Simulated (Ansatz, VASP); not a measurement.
# GaAs in VASP and in Ansatz

```
Ga As
1.0
     2.78744    2.78744    0.00000
    -2.78744    2.78744    0.00000
     0.00000    2.78744    2.81316
Ga As
1 1
Cartesian
  0.0000 0.0000 0.0000
  1.3937 4.1812 1.4066
```

Change from the starting cell: film at in-plane strain -0.005.

Alike in both runs: task single point; functional LDA; k mesh 8 × 8 × 8; no spin polarisation.

```csv
,VASP,Ansatz
version,VASP 6.6.1,Ansatz 0.2.0
potentials or method,"VASP PAW LDA potentials, release 64 (Ga_d, As), cutoff 520 eV","all-electron LAPW, scalar-relativistic"
occupations,"gaussian, width 0.01 eV",fixed
```

```tsv
	VASP	Ansatz	Ansatz less VASP
gap on the k mesh at the Fermi level (eV)	0.56	0.51	-0.052
pressure (GPa)	0.8	0.5	-0.30
traceless stress, the component that is largest in VASP (GPa)	-0.40	-0.40	-0.001
```

LDA's correlation is that of Perdew and Zunger in VASP and of Perdew and Wang (1992) in Ansatz. Ansatz ran all-electron here, and VASP with PAW potentials.
